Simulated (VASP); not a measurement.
Write the native input for VASP 6.6.1 that does the following.

```yaml
Task: single point
Functional: PBEsol
Potentials_or_basis: VASP PAW PBE potentials, release 64 (Al, Ga_d, Sb)
Cutoff: 500 eV
k_mesh: 6 × 6 × 6
Occupations: gaussian, width 0.01 eV
Spin: no spin polarisation
Dipole_correction: no
Further_INCAR_settings: ALGO = Normal; EDIFF = 1e-06; NBANDS = 76
```

The structure of AlGa3Sb4 lies in POSCAR:

```
AlGa3Sb4
1.0
   -6.1241244055      6.1241244055      0.0000000000
   -6.1244764839     -0.0003520784      6.1242544935
    0.0003520784      6.1244764839      6.1242544935
Al Ga Sb
2 6 8
Direct
    0.0002134400     -0.0002134400     -0.0002134400
    0.5002134400     -0.0002134400     -0.0002134400
    0.0000051575      0.5001477493     -0.0001580643
    0.0000051575     -0.0001580643      0.5001477493
    0.5000051575      0.5001477493     -0.0001580643
    0.5000051575     -0.0001580643      0.5001477493
   -0.0001757879      0.5001757879      0.5001757879
    0.4998242121      0.5001757879      0.5001757879
    0.8746288809      0.8746842447      0.3760579935
    0.3746288809      0.8746842447      0.3760579935
    0.8749521358      0.3750478642      0.3750478642
    0.8757421352      0.8742578648      0.8742578648
    0.3749521358      0.3750478642      0.3750478642
    0.3757421352      0.8742578648      0.8742578648
    0.8746288809      0.3760579935      0.8746842447
    0.3746288809      0.3760579935      0.8746842447
```

One way to write it, as run:

INCAR

```
SYSTEM = AlGa3Sb4
PREC = Accurate
ENCUT = 500
EDIFF = 1E-6
ISMEAR = 0
SIGMA = 0.01
LREAL = .False.
LASPH = .True.
NELM = 120
ALGO = Normal
ISIF = 2
LWAVE = .False.
LCHARG = .True.
GGA = PS
LVHAR = .True.
NBANDS = 76
GGA_COMPAT = .False.
KPAR = 4
```

KPOINTS

```
regular mesh
0
Gamma
  6 6 6
  0 0 0
```

Potentials or basis: VASP PAW PBE potentials, release 64 (Al, Ga_d, Sb).

Run with:

```sh
$ cat potpaw_PBE.64/Al/POTCAR potpaw_PBE.64/Ga_d/POTCAR potpaw_PBE.64/Sb/POTCAR > POTCAR
$ mpirun -np 4 vasp_std > vasp.out
```

Results of the run:

- Pressure: 0.1 GPa
- Largest force: 0.025 eV/Å
- Band gap on the k mesh: 0.17 eV

Caveat: the PAW data sets were made with another functional, which shifts forces and pressure a little; spin-orbit coupling is left out, which moves the levels of the heavy elements.

Wall time 14 min on 4 MPI ranks on Intel(R) Xeon(R) Platinum 8259CL CPU @ 2.50GHz (Skylake/Cascade Lake), on a shared host, peak memory 1.3 GiB a rank.
